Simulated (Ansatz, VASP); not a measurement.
Two plane-wave programs on MoS2

Contents of INCAR:

```
PREC = Accurate
ENCUT = 520
EDIFF = 1E-6
ISMEAR = 0
SIGMA = 0.02
LREAL = F
LASPH = T
NELM = 80
ALGO = Normal
ISIF = 2
LWAVE = F
LCHARG = F
GGA = PE
NBANDS = 35
```

File KPOINTS:

```
regular mesh
0
Gamma
  11 11 3
```

POSCAR

```
MoS2
1.0
    3.1690000000      0.0000000000      0.0000000000
   -1.5845000000      2.7444345046      0.0000000000
    0.0000000000      0.0000000000     12.3240000000
Mo S
2 4
Direct
    0.6666666667      0.3333333333      0.7500000000
    0.3333333333      0.6666666667      0.2500000000
    0.6666666667      0.3333333333      0.3770000000
    0.3333333333      0.6666666667      0.8770000000
    0.6666666667      0.3333333333      0.1230000000
    0.3333333333      0.6666666667      0.6230000000
```

Input for Ansatz:

```yaml
crystal:
  lattice:
    - [3.169, 0.0, 0.0]
    - [-1.5845, 2.7444345046, 0.0]
    - [0.0, 0.0, 12.324]
  atoms:
    - { symbol: Mo, position: [0.6666666667, 0.3333333333, 0.75] }
    - { symbol: Mo, position: [0.3333333333, 0.6666666667, 0.25] }
    - { symbol: S, position: [0.6666666667, 0.3333333333, 0.377] }
    - { symbol: S, position: [0.3333333333, 0.6666666667, 0.877] }
    - { symbol: S, position: [0.6666666667, 0.3333333333, 0.123] }
    - { symbol: S, position: [0.3333333333, 0.6666666667, 0.623] }
hamiltonian:
  xc: pbe
  pseudopotentials: { kind: paw }
kpoints:
  mp_grid: { grid: [11, 11, 3] }
scf:
  occupations: { method: gaussian, width: 0.02 }
  convergence: { dr2_threshold: 1.0e-09 }
basis:
  ecutwfc: 600
output:
  eigenvalues: true
  forces: true
  stress: true
```

Alike in both runs: task single point; functional PBE; k mesh 11 × 11 × 3; occupations gaussian, width 0.02 eV; no spin polarisation.

|  | VASP | Ansatz |
| --- | --- | --- |
| version | VASP 6.6.1 | Ansatz 0.2.0 |
| potentials or method | VASP PAW PBE potentials, release 64 (Mo_sv, S), cutoff 520 eV | scalar-relativistic, plane waves, PAW |
| valence electrons in the cell | 52 | 52 |

VASP gave:

| Quantity | Value |
| --- | --- |
| gap on the k mesh at the Fermi level (eV) | 0.89 |
| pressure (GPa) | 1.8 |
| traceless stress, the component that is largest in VASP (GPa) | 0.24 |
| rms of the force components (eV/Å) | 0.037 |

Estimate Ansatz's values.

gap on the k mesh at the Fermi level (eV): 0.88; pressure (GPa): 2.0; traceless stress, the component that is largest in VASP (GPa): 0.28; rms of the force components (eV/Å): 0.031.

Atom by atom the forces differ by 0.006 eV/Å (rms over components). With one functional, cell and mesh, what is left measures potentials, basis and numerics. Ansatz's warnings: stress scf threshold loose.
